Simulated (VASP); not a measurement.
Runs of VASP 6.6.1 on Zr. The structure is that of space group Im-3m (No. 229), or close to it. The cells are those of the table. This isn't the form of Zr at room conditions, which is hcp.

| task | cell | cutoff (eV) | gap on the mesh (eV) | pressure (GPa) |
| --- | --- | --- | --- | --- |
| single point | a = 3.114 Å, angles 108.9, 108.9, 110.6°, 1 atom | 520 | none | -1.4 |
| electric field gradients | a = 3.114 Å, angles 109.7, 109.7, 108.9°, 1 atom | 520 | none | -1.4 |
| electric field gradients | a = 3.156 Å, angles 109.5°, 1 atom | 400 | none | -4.7 |
| electric field gradients | a = 3.186 Å, angles 109.5°, 1 atom | 400 | none | -6.7 |
| electric field gradients | a = 3.145 Å, angles 109.5°, 1 atom | 400 | none | -3.9 |
| electric field gradients | a = 3.196 Å, angles 109.5°, 1 atom | 400 | none | (c) |
| electric field gradients | a = 3.167 Å, angles 110.3, 110.3, 107.9°, 1 atom | 520 | none | -5.2 |
| electric field gradients | a = 3.071 Å, angles 109.5°, 1 atom | 400 | none | (b) |
| single point | a = 3.125 Å, angles 109.2, 109.2, 110.0°, 1 atom | 520 | none | (a) |
| single point | a = 3.145 Å, angles 109.7, 109.7, 108.9°, 1 atom | 520 | none | -3.8 |
| single point | a = 3.104 Å, angles 108.7, 108.7, 111.1°, 1 atom | 520 | none | -0.5 |
| electric field gradients | a = 3.176 Å, angles 109.5°, 1 atom | 400 | none | -6.0 |

Alike in all rows: level PBE; potentials or basis VASP PAW PBE potentials, release 64 (Zr_sv); no spin polarisation; k mesh 14 × 14 × 14; smearing fermi-dirac 0.08 eV.

**Question.** Fill in the values left out.

**Answer.** (a) -2.2; (b) 2.1; (c) -7.3.

Caveats: the cell stands under tension (at least some runs).

A k mesh can miss the band edges, and the runs leave out spin-orbit coupling on Zr.

A gap of «none» marks levels without a gap at the run's occupations.
